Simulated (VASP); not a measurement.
# K2S (Fm-3m) in VASP: notebook, part 2 of 2

VASP 6.6.1. Earlier steps stand in the parts before.

## (4) Single point, PBE

This run uses another cell than the first one, of 33.84 Å³/atom.

Input file INCAR:

```
PREC = Accurate
ENCUT = 500
EDIFF = 1E-6
ISMEAR = -1
SIGMA = 0.02
LREAL = F
LASPH = T
NELM = 120
ALGO = Normal
ISIF = 2
LWAVE = F
LCHARG = F
GGA = PE
NBANDS = 19
GGA_COMPAT = F
```

Input file KPOINTS:

```
Automatic mesh
0
Gamma
  6 6 6
```

Input file POSCAR:

```
K2S
1.0
    0.0000000000      3.7027051400      3.7027051400
    3.7027051400      0.0000000000      3.7027051400
    3.7027051400      3.7027051400      0.0000000000
K S
2 1
Direct
    0.7500000000      0.7500000000      0.7500000000
    0.2500000000      0.2500000000      0.2500000000
    0.0000000000      0.0000000000      0.0000000000
```

Potentials or basis: VASP PAW PBE potentials, release 64 (K_sv, S).

Launch:

```bash
> cat potpaw_PBE.64/K_sv/POTCAR potpaw_PBE.64/S/POTCAR > POTCAR
> mpirun -np 1 vasp_std > vasp.out
```

OUTCAR:

```text
PREC = Accurate
   ENCUT = 500
   EDIFF = 1E-6
   ISMEAR = -1
   LREAL = F
   LASPH = T
   NELM = 120
   ISIF = 2
   GGA = PE

 ion  position               nearest neighbor table
   1  0.750  0.750  0.750-   3 3.21   3 3.21   3 3.21   3 3.21   2 3.70   2 3.70   2 3.70   2 3.70
                             2 3.70   2 3.70
   2  0.250  0.250  0.250-   3 3.21   3 3.21   3 3.21   3 3.21   1 3.70   1 3.70   1 3.70   1 3.70
                             1 3.70   1 3.70
   3  0.000  0.000  0.000-   1 3.21   2 3.21   1 3.21   1 3.21   1 3.21   2 3.21   2 3.21   2 3.21

  LATTYP: Found a face centered cubic cell.
 ALAT       =     7.4054102800

  Lattice vectors:

 A1 = (   0.0000000000,   3.7027051400,   3.7027051400)
 A2 = (   3.7027051400,   0.0000000000,   3.7027051400)
 A3 = (   3.7027051400,   3.7027051400,   0.0000000000)

Analysis of symmetry for initial positions (statically):
=====================================================================
 Subroutine PRICEL returns:
 Original cell was already a primitive cell.

 Routine SETGRP: Setting up the symmetry group for a
 face centered cubic supercell.

 Subroutine GETGRP returns: Found 48 space group operations
[... 157 lines left out ...]

 E-fermi :   0.1468     XC(G=0):  -7.3366

 val. band max:       -0.3478444715   @ k =   0.5000   0.5000   0.0000
 cond. band min:       2.0311886382   @ k =   0.0000   0.0000   0.0000
 fundamental gap:      2.3790331096
 Fermi energy:         0.1467846813

 k-point     1 :       0.0000    0.0000    0.0000
  band No.  band energies     occupation
      1     -29.5684      2.00000
      2     -29.4863      2.00000
      3     -13.1623      2.00000
      4     -13.1623      2.00000
      5     -13.1623      2.00000
      6     -12.9250      2.00000
[... 329 lines left out ...]
      6     -12.9747      2.00000
[... 11 lines left out ...]
     18       7.1826      0.00000
     19       7.4694      0.00000

------------------------ aborting loop because EDIFF is reached ----------------------------------------

  FORCE on cell =-STRESS in cart. coord.  units (eV):
  Direction    XX          YY          ZZ          XY          YZ          ZX
  --------------------------------------------------------------------------------------
  -------------------------------------------------------------------------------------
  Total        0.3002327      0.3002327      0.3002327     -0.0000000      0.0000000     -0.0000000
  in kB        4.7378482      4.7378482      4.7378482     -0.0000000      0.0000000     -0.0000000
  external PRESSURE =       4.7378482 kB  Pullay stress =       0.0000000 kB

 VOLUME and BASIS-vectors are now :
 -----------------------------------------------------------------------------
  energy-cutoff  :      500.00
  volume of cell :      101.53
      direct lattice vectors                 reciprocal lattice vectors
     0.000000000  3.702705140  3.702705140    -0.135036407  0.135036407  0.135036407
     3.702705140  0.000000000  3.702705140     0.135036407 -0.135036407  0.135036407
     3.702705140  3.702705140  0.000000000     0.135036407  0.135036407 -0.135036407

 POSITION                                       TOTAL-FORCE (eV/Angst)
 -----------------------------------------------------------------------------------
      5.55406      5.55406      5.55406         0.000000     -0.000000     -0.000000
      1.85135      1.85135      1.85135         0.000000      0.000000      0.000000
      0.00000      0.00000      0.00000        -0.000000     -0.000000     -0.000000
 -----------------------------------------------------------------------------------
    total drift:                               -0.000000     -0.000000      0.000000

  FREE ENERGIE OF THE ION-ELECTRON SYSTEM (eV)
  ---------------------------------------------------
  free  energy   TOTEN  =        -9.4166017303 eV

  energy  without entropy=       -9.4166017303  energy(sigma->0) =       -9.41660173
```

It took 46 s on 1 thread of Intel Xeon 8259CL, shared host; peak memory 0.24 GiB.

Results:

| Quantity | Value |
| --- | --- |
| Free energy | -9.4166 eV |
| Pressure | 0.5 GPa |
| Band gap on the k mesh | 2.38 eV (least direct gap 2.57 eV) |

A k mesh can miss the band edges.

## (5) Single point, LDA

This run uses another cell than the first one, of 33.84 Å³/atom.

Input file INCAR:

```
SYSTEM = K2S
PREC = Accurate ; ENCUT = 500
EDIFF = 1E-6 ; ISMEAR = 0
SIGMA = 0.01 ; LREAL = .FALSE.
LASPH = .TRUE. ; NELM = 120
ALGO = Normal ; ISIF = 2
LWAVE = .FALSE. ; LCHARG = .TRUE.
GGA = CA ; LELF = .TRUE.
LVHAR = .TRUE. ; NBANDS = 19
GGA_COMPAT = .FALSE.
```

Input file KPOINTS:

```
Automatic mesh
0
G
  6 6 6
  0 0 0
```

POSCAR is that of step 4.

Potentials or basis: VASP PAW LDA potentials, release 64 (K_sv, S).

Launch:

```bash
> cat potpaw_LDA.64/K_sv/POTCAR potpaw_LDA.64/S/POTCAR > POTCAR
> mpirun -np 1 vasp_std > vasp.out
```

OUTCAR:

```text
SYSTEM = K2S
   PREC = Accurate
   ENCUT = 500
   EDIFF = 1E-6
   ISMEAR = 0
   LREAL = .FALSE.
   LASPH = .TRUE.
   NELM = 120
   ISIF = 2
   GGA = CA

 ion  position               nearest neighbor table
   1  0.750  0.750  0.750-   3 3.21   3 3.21   3 3.21   3 3.21   2 3.70   2 3.70   2 3.70   2 3.70
                             2 3.70   2 3.70
   2  0.250  0.250  0.250-   3 3.21   3 3.21   3 3.21   3 3.21   1 3.70   1 3.70   1 3.70   1 3.70
                             1 3.70   1 3.70
   3  0.000  0.000  0.000-   1 3.21   2 3.21   1 3.21   1 3.21   1 3.21   2 3.21   2 3.21   2 3.21

  LATTYP: Found a face centered cubic cell.
 ALAT       =     7.4054102800
[... 538 lines left out ...]
  --------------------------------------------------------------------------------------
  -------------------------------------------------------------------------------------
  Total       -1.0546050     -1.0546050     -1.0546050     -0.0000000      0.0000000      0.0000000
  in kB      -16.6422882    -16.6422882    -16.6422882     -0.0000000      0.0000000      0.0000000
  external PRESSURE =     -16.6422882 kB  Pullay stress =       0.0000000 kB

 VOLUME and BASIS-vectors are now :
 -----------------------------------------------------------------------------
  energy-cutoff  :      500.00
  volume of cell :      101.53
      direct lattice vectors                 reciprocal lattice vectors
     0.000000000  3.702705140  3.702705140    -0.135036407  0.135036407  0.135036407
     3.702705140  0.000000000  3.702705140     0.135036407 -0.135036407  0.135036407
     3.702705140  3.702705140  0.000000000     0.135036407  0.135036407 -0.135036407

 POSITION                                       TOTAL-FORCE (eV/Angst)
 -----------------------------------------------------------------------------------
      5.55406      5.55406      5.55406        -0.000000     -0.000000     -0.000000
      1.85135      1.85135      1.85135         0.000000      0.000000      0.000000
      0.00000      0.00000      0.00000        -0.000000      0.000000      0.000000
 -----------------------------------------------------------------------------------
    total drift:                               -0.000000     -0.000000      0.000000

  FREE ENERGIE OF THE ION-ELECTRON SYSTEM (eV)
  ---------------------------------------------------
  free  energy   TOTEN  =       -10.3621743637 eV

  energy  without entropy=      -10.3621743637  energy(sigma->0) =      -10.36217436
```

stdout:

```text
POSCAR found type information on POSCAR K S
 POSCAR found :  2 types and       3 ions
 scaLAPACK will be used
 LDA part: xc-table for (Slater(with rela. corr.)+CA(PZ))
 , standard interpolation
 POSCAR, INCAR and KPOINTS ok, starting setup
 FFT: planning ... GRIDC
 FFT: planning ... GRID_SOFT
 FFT: planning ... GRID
 WAVECAR not read
 entering main loop
```

Run time: 51 s. Hardware: 1 thread of Intel Xeon 8259CL, shared host; peak memory 0.2 GiB.

What came out:

```
Free energy            : -10.3622 eV
Pressure               : -1.7 GPa
Band gap on the k mesh : 2.11 eV (least direct gap 2.32 eV)
```

A k mesh can miss the band edges.

## (6) Summary

| level | potentials or basis | cell | smearing | gap on the mesh (eV) | pressure (GPa) |
| --- | --- | --- | --- | --- | --- |
| LDA | VASP PAW LDA potentials, release 64 (K_sv, S) | a = 5.086 Å, angles 60.0°, 3 atoms | fermi-dirac 0.02 eV | 2.31 | 0.1 |
| PBEsol | VASP PAW PBE potentials, release 64 (K_sv, S) | a = 5.184 Å, angles 60.0°, 3 atoms | fermi-dirac 0.02 eV | 2.35 | 0.1 |
| PBE | VASP PAW PBE potentials, release 64 (K_sv, S) | a = 5.236 Å, angles 60.0°, 3 atoms | fermi-dirac 0.02 eV | 2.38 | 0.5 |
| LDA | VASP PAW LDA potentials, release 64 (K_sv, S) | a = 5.236 Å, angles 60.0°, 3 atoms | gaussian 0.01 eV | 2.11 | -1.7 |

Alike in all rows: task single point; no spin polarisation; k mesh 6 × 6 × 6; cutoff (eV) 500.

Caveats: the PAW data sets were made with another functional, which shifts forces and pressure a little (at least some runs).

Absolute energies hang on the potentials; compare differences alone.
